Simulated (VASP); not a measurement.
# WC (Cm) in VASP: notebook, part 2 of 2

VASP 6.6.1. The steps go on from the part before.

**5. Single point, PBEsol (strain +0.0100 x Voigt [0, 0, 0, 1, 0, 0])**

Contents of INCAR:

```
SYSTEM = WC
PREC     = Accurate       ! precision mode
ENCUT    = 520            ! plane-wave cutoff, eV
EDIFF    = 1E-6           ! SCF threshold, eV
ISMEAR   = 0              ! smearing method
SIGMA    = 0.15           ! smearing width, eV
LREAL    = .FALSE.        ! projectors in reciprocal space
LASPH    = .TRUE.         ! aspherical terms in the spheres
NELM     = 80             ! most SCF steps
ALGO     = Normal         ! electronic algorithm
ISIF     = 2              ! what is computed and relaxed
LWAVE    = .FALSE.        ! write WAVECAR
LCHARG   = .FALSE.        ! write CHGCAR
GGA      = PS             ! functional
NBANDS   = 16             ! bands
```

Contents of KPOINTS:

```
regular mesh
0
G
  18 18 16
  0 0 0
```

Contents of POSCAR:

```
WC
1.0
    2.9005014360      0.0000000000      0.0000000000
   -1.4502507180      2.5119079273      0.0125595396
    0.0000000000      0.0141450000      2.8290000000
W C
1 1
Direct
    0.0000000000      0.0000000000      0.0000000000
    0.6666666667      0.3333333333      0.5000000000
```

Potentials or basis: VASP PAW PBE potentials, release 64 (W_sv, C).

Command:

```sh
$ cat potpaw_PBE.64/W_sv/POTCAR potpaw_PBE.64/C/POTCAR > POTCAR
$ mpirun -np 1 vasp_std > vasp.out
```

OUTCAR:

```text
SYSTEM = WC
   PREC = Accurate
   ENCUT = 520
   EDIFF = 1E-6
   ISMEAR = 0
   LREAL = .FALSE.
   LASPH = .TRUE.
   NELM = 80
   ISIF = 2
   GGA = PS

 ion  position               nearest neighbor table
   1  0.000  0.000  0.000-   2 2.18   2 2.19   2 2.19   2 2.20   2 2.20   2 2.20
   2  0.667  0.333  0.500-   1 2.18   1 2.19   1 2.19   1 2.20   1 2.20   1 2.20

  LATTYP: Found a base centered monoclinic cell.
 ALAT       =     5.0238786519
 B/A-ratio  =     0.5773430524
 C/A-ratio  =     0.5631177738
 COS(beta)  =    -0.0099997500

  Lattice vectors:

 A1 = (  -1.4502507180,  -2.5119079273,  -0.0125595396)
 A2 = (   1.4502507180,  -2.5119079273,  -0.0125595396)
 A3 = (   0.0000000000,   0.0141450000,   2.8290000000)

Analysis of symmetry for initial positions (statically):
=====================================================================
 Subroutine PRICEL returns:
 Original cell was already a primitive cell.

 Routine SETGRP: Setting up the symmetry group for a
 base centered monoclinic supercell.

 Subroutine GETGRP returns: Found  2 space group operations
 (whereof  2 operations were pure point group operations)
 out of a pool of  4 trial point group operations.

[... 164 lines left out ...]

 val. band max:       11.0165395327   @ k =   0.0556  -0.0000   0.2500
 cond. band min:      11.0337676450   @ k =  -0.0556   0.0000   0.2500
 fundamental gap:      0.0172281123
 Fermi energy:        11.0334866445

 k-point     1 :       0.0000    0.0000    0.0000
  band No.  band energies     occupation
      1     -62.8905      2.00000
      2     -26.8759      2.00000
      3     -26.7725      2.00000
      4     -26.7725      2.00000
      5      -3.4506      2.00000
      6       6.6618      2.00000
[... 433 lines left out ...]
      3     -26.8821      2.00000
      4     -26.8168      2.00000
      5      -1.9240      2.00000
      6       5.4411      2.00000
[... 8 lines left out ...]
     15      25.1106      0.00000
     16      29.2907      0.00000

 [... further k-points ...]

------------------------ aborting loop because EDIFF is reached ----------------------------------------

  FORCE on cell =-STRESS in cart. coord.  units (eV):
  Direction    XX          YY          ZZ          XY          YZ          ZX
  --------------------------------------------------------------------------------------
  -------------------------------------------------------------------------------------
  Total        0.0561286      0.0606042      0.1013506      0.0000000     -0.4135361      0.0000000
  in kB        4.3631072      4.7110159      7.8783981      0.0000000    -32.1458653      0.0000000
  external PRESSURE =       5.6508404 kB  Pullay stress =       0.0000000 kB

 VOLUME and BASIS-vectors are now :
 -----------------------------------------------------------------------------
  energy-cutoff  :      520.00
  volume of cell :       20.61
      direct lattice vectors                 reciprocal lattice vectors
     2.900501436  0.000000000  0.000000000     0.344767973  0.199056858 -0.000995284
    -1.450250718  2.511907927  0.012559540     0.000000000  0.398113717 -0.001990569
     0.000000000  0.014145000  2.829000000     0.000000000 -0.001767453  0.353490633

 POSITION                                       TOTAL-FORCE (eV/Angst)
 -----------------------------------------------------------------------------------
      0.00000      0.00000      0.00000        -0.000000      0.003096     -0.000017
      1.45025      0.84438      1.41869         0.000000     -0.003096      0.000017
 -----------------------------------------------------------------------------------
    total drift:                                0.000000      0.000001      0.000000

  FREE ENERGIE OF THE ION-ELECTRON SYSTEM (eV)
  ---------------------------------------------------
  free  energy   TOTEN  =       -23.8993070769 eV

  energy  without entropy=      -23.8957654290  energy(sigma->0) =      -23.89753625
```

stdout:

```text
POSCAR found type information on POSCAR W C
 POSCAR found :  2 types and       2 ions
 scaLAPACK will be used
 -----------------------------------------------------------------------------
|                                                                             |
|                                                                             |
|     You enforced a specific xc type in the INCAR file but a different       |
|     I HOPE YOU KNOW WHAT YOU ARE DOING!                                     |
|                                                                             |
 -----------------------------------------------------------------------------

 LDA part: xc-table for (Slater+PW92), standard interpolation
 POSCAR, INCAR and KPOINTS ok, starting setup
 FFT: planning ... GRIDC
 FFT: planning ... GRID_SOFT
 FFT: planning ... GRID
 WAVECAR not read
 entering main loop
```

Wall time 6.6 min (1 thread of Intel Xeon 8259CL, shared host); peak memory 0.53 GiB.

Results:

```yaml
Free_energy: -23.8993 eV
Pressure: 0.6 GPa
Largest_force: 0.003 eV/Å
Band_gap_on_the_k_mesh: zero (bands 9 and 10 overlap by 1.24 eV)
```

Forces on the atoms (eV/Å):
```
W    0.000  0.003  0.000
C    0.000 -0.003  0.000
```

Caveat: the cell differs from its parent crystal (strain +0.0100 x Voigt [0, 0, 0, 1, 0, 0]); the PAW data sets were made with another functional, which shifts forces and pressure a little; spin-orbit coupling is left out, which moves the levels of the heavy elements.

**6. Summary**

```tsv
cell	gap on the mesh (eV)	pressure (GPa)	largest force (eV/Å)
a = 2.901, b = 2.901, c = 2.830 Å, angles 92.0, 90.0, 120.0°, 2 atoms	none	1.2	0.05
a = 2.901, b = 2.901, c = 2.829 Å, angles 88.5, 90.0, 120.0°, 2 atoms	none	0.9	0.03
a = 2.901, b = 2.901, c = 2.829 Å, angles 91.0, 90.0, 120.0°, 2 atoms	none	0.7	0.01
a = 2.901, b = 2.901, c = 2.829 Å, angles 89.5, 90.0, 120.0°, 2 atoms	none	0.6	-
```

Alike in all rows: task single point; level PBEsol; potentials or basis VASP PAW PBE potentials, release 64 (W_sv, C); no spin polarisation; k mesh 18 × 18 × 16; cutoff (eV) 520; smearing gaussian 0.15 eV.

Caveats: the PAW data sets were made with another functional, which shifts forces and pressure a little; spin-orbit coupling is left out, which moves the levels of the heavy elements.

Absolute energies hang on the potentials; compare differences alone.

The gap in the log of VASP goes by the Fermi energy; the results here count the filled bands.